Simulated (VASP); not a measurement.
Set up this calculation in VASP 6.6.1, as the native input.

```yaml
Task: single point
Functional: PBE
Potentials_or_basis: VASP PAW PBE potentials, release 64 (Sr_sv, Ge_d, As)
Cutoff: 520 eV
k_mesh: 12 × 12 × 4
Occupations: gaussian, width 0.1 eV
Spin: no spin polarisation
Dipole_correction: no
Further_INCAR_settings: ALGO = Normal; EDIFF = 1e-06; NBANDS = 34
```

The structure of Sr2Ge2As lies in POSCAR:

```
Sr2Ge2As
1.0
    4.2814941200      0.0000000000      0.0000000000
   -2.1407470600      3.7078826741      0.0000000000
    0.0000000000      0.0000000000      9.4409522208
Sr Ge As
2 2 1
Direct
    0.3333333333      0.6666666667      0.1882383264
    0.6666666667      0.3333333333      0.8117616736
    0.3333333333      0.6666666667      0.5514251985
    0.6666666667      0.3333333333      0.4485748015
    0.0000000000      0.0000000000      0.0000000000
```

These files were run (other wordings do the same):

INCAR

```
SYSTEM = Sr2Ge2As
PREC = Accurate ; ENCUT = 520
EDIFF = 1E-6 ; ISMEAR = 0
SIGMA = 0.1 ; LREAL = .False.
LASPH = .True. ; NELM = 80
ALGO = Normal ; ISIF = 2
LWAVE = .False. ; LCHARG = .False.
GGA = PE ; NBANDS = 34
```

KPOINTS

```
regular mesh
0
Gamma
  12 12 4
  0 0 0
```

Potentials or basis: VASP PAW PBE potentials, release 64 (Sr_sv, Ge_d, As).

The run is started by

```bash
$ cat potpaw_PBE.64/Sr_sv/POTCAR potpaw_PBE.64/Ge_d/POTCAR potpaw_PBE.64/As/POTCAR > POTCAR
$ mpirun -np 1 vasp_std > vasp.out
```

Results of the run:

- Pressure: 0.1 GPa
- Largest force: 0.017 eV/Å

Run time: 4.7 min on 1 thread of Intel(R) Xeon(R) Platinum 8559C (Emerald Rapids) (shared host), peak memory 0.49 GiB.
